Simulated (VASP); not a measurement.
Wanted: the native input for a VASP 6.6.1 run.

```
Task                   : single point
Functional             : PBE
Potentials or basis    : VASP PAW PBE potentials, release 64 (Cd_sv_GW, S)
Cutoff                 : 630 eV
k mesh                 : 6 × 6 × 4
Occupations            : gaussian, width 0.02 eV
Spin                   : no spin polarisation
Dipole correction      : no
Further INCAR settings : ALGO = Normal; EDIFF = 1e-06; NBANDS = 34
```

The structure of CdS lies in POSCAR:

```
CdS
1.0
    4.2385158404      0.0000000000      0.0000000000
   -2.1192579202      3.6706623921      0.0000000000
    0.0000000000      0.0000000000      6.8955181404
Cd S
2 2
Direct
    0.3333333333      0.6666666667     -0.0008015542
    0.6666666667      0.3333333333      0.4991984458
    0.3333333333      0.6666666667      0.3758015542
    0.6666666667      0.3333333333      0.8758015542
```

One way to write it, as run:

INCAR

```
SYSTEM = CdS
ALGO = Normal
EDIFF = 1E-6
ENCUT = 630
GGA = PE
GGA_COMPAT = .False.
ISIF = 2
ISMEAR = 0
LASPH = .True.
LCHARG = .True.
LELF = .True.
LREAL = .False.
LVHAR = .True.
LWAVE = .False.
NBANDS = 34
NELM = 120
PREC = Accurate
SIGMA = 0.02
```

KPOINTS

```
k-points
0
Gamma
  6 6 4
  0 0 0
```

Potentials or basis: VASP PAW PBE potentials, release 64 (Cd_sv_GW, S).

The run is started by

```sh
$ cat potpaw_PBE.64/Cd_sv_GW/POTCAR potpaw_PBE.64/S/POTCAR > POTCAR
$ mpirun -np 1 vasp_std > vasp.out
```

It gave:

```yaml
Pressure: -1.6 GPa
Band_gap_on_the_k_mesh: 1.04 eV
```

Wall time 59 s on 1 thread of Intel(R) Xeon(R) 6975P-C (Granite Rapids) (shared host), peak memory 0.3 GiB.
